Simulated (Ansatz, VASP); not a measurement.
# One calculation of Be, two programs

```xyz
4
Lattice="2.5140 0.0000 0.0000 0.0000 3.4109 0.0000 0.0000 0.0000 3.4158" Properties=species:S:1:pos:R:3 pbc="T T T"
Be    1.8854    2.5583    2.5625
Be    0.6287    0.8526    2.5625
Be    0.6284    2.5581    0.8533
Be    1.8857    0.8529    0.8533
```

Alike in both runs: functional PBE; dispersion D3(BJ); k mesh 10 × 6 × 6; occupations gaussian, width 0.1 eV; no spin polarisation.

Ansatz relaxed the structure, and its values are those at the end. VASP's run is a single point on that final structure, the one shown.

|  | VASP | Ansatz |
| --- | --- | --- |
| version | VASP 6.6.1 | Ansatz 0.2.0 |
| potentials or method | VASP PAW PBE potentials, release 64 (Be), cutoff 520 eV | scalar-relativistic, plane waves, PAW |
| valence electrons in the cell | 8 | 8 |

```tsv
	VASP	Ansatz	Ansatz less VASP
gap on the k mesh at the Fermi level (eV)	none	none	-
pressure (GPa)	0.3	0.1	-0.20
rms of the force components (eV/Å)	0.006	0.006	-0.0001
```

A gap of «none» marks a metal or a gap that the smearing closes.
